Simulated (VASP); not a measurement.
## InAs: single point with LDA

Crystal: InAs.

```xyz
2
Lattice="0.0000 3.0130 3.0130 3.0130 0.0000 3.0130 3.0130 3.0130 0.0000" Properties=species:S:1:pos:R:3 pbc="T T T"
In    0.0000    0.0000    0.0000
As    1.5065    1.5065    1.5065
```

```json
{"Program": "VASP 6.6.1", "Task": "single point", "Functional": "LDA", "Potentials or basis": "VASP PAW LDA potentials, release 64 (In_d, As)", "Cutoff": "400 eV", "k mesh": "12 × 12 × 12", "Occupations": "gaussian, width 0.1 eV", "Spin": "no spin polarisation", "Dipole correction": "no", "k mesh for the DOS": "18 × 18 × 18", "Occupations for the DOS": "tetrahedron", "Further INCAR settings": "ALGO = Normal; EDIFF = 1e-06; NBANDS = 16"}
```

| Property | Result |
| --- | --- |
| Valence electrons inside the program's atomic spheres | In 11.51; As 2.82 |

Levels at points of the mesh, in eV from the Fermi level:
| k point | band 7 | band 8 | band 9 | band 10 | band 11 | band 12 |
| --- | --- | --- | --- | --- | --- | --- |
| (0.00, 0.00, 0.00) | -0.34 | 0.00 | 0.00 | 0.00 | 3.83 | 3.83 |
| (0.50, 0.00, 0.00) | -5.89 | -1.02 | -1.02 | 0.83 | 4.61 | 4.61 |
| (0.50, 0.50, 0.00) | -5.96 | -2.38 | -2.38 | 1.41 | 1.96 | 9.07 |

It took 3 min on 1 thread of Intel Xeon 8259CL, with other jobs on the host, peak memory 0.23 GiB.

Caveat: spin-orbit coupling is left out, which moves the levels of the heavy elements.
